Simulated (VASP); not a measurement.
Here is a VASP 6.6.1 calculation.

INCAR

```
PREC = Accurate
ENCUT = 520
EDIFF = 1E-7
ISMEAR = 0
SIGMA = 0.1
LREAL = F
LASPH = T
NELM = 150
ALGO = Normal
ISIF = 2
LWAVE = F
LCHARG = T
ISPIN = 2
MAGMOM = 0 0 1 0 0 0 0 0 0
LORBIT = 11
LMAXMIX = 4
GGA = PE
LELF = T
LVHAR = T
NBANDS = 25
```

The input KPOINTS:

```
regular mesh
0
Gamma
  4 4 4
```

POSCAR

```
Mg2ZrH6
1.0
    0.0000000000      3.6508192640      3.6508192640
    3.6508192640      0.0000000000      3.6508192640
    3.6508192640      3.6508192640      0.0000000000
Mg Zr H
2 1 6
Direct
    0.7500000000      0.7500000000      0.7500000000
    0.2500000000      0.2500000000      0.2500000000
    0.0000000000      0.0000000000      0.0000000000
    0.5000000000      0.0000000000      0.0000000000
    0.0000000000      0.5000000000      0.5000000000
    0.0000000000      0.5000000000      0.0000000000
    0.5000000000      0.0000000000      0.5000000000
    0.0000000000      0.0000000000      0.5000000000
    0.5000000000      0.5000000000      0.0000000000
```

Potentials or basis: VASP PAW PBE potentials, release 64 (Mg, Zr_sv, H).

The run is started by

```sh
$ cat potpaw_PBE.64/Mg/POTCAR potpaw_PBE.64/Zr_sv/POTCAR potpaw_PBE.64/H/POTCAR > POTCAR
$ mpirun -np 1 vasp_std > vasp.out
```

Question: What does it give for the site moments?

Answer: Mg +0.01; Zr +1.19; H -0.02 μB.

Question: Estimate the net moment.

Answer: 1.83 μB per cell.

Caveat: the k points lie up to 0.37 Å⁻¹ apart; the cell differs from its parent crystal (atoms taken out).
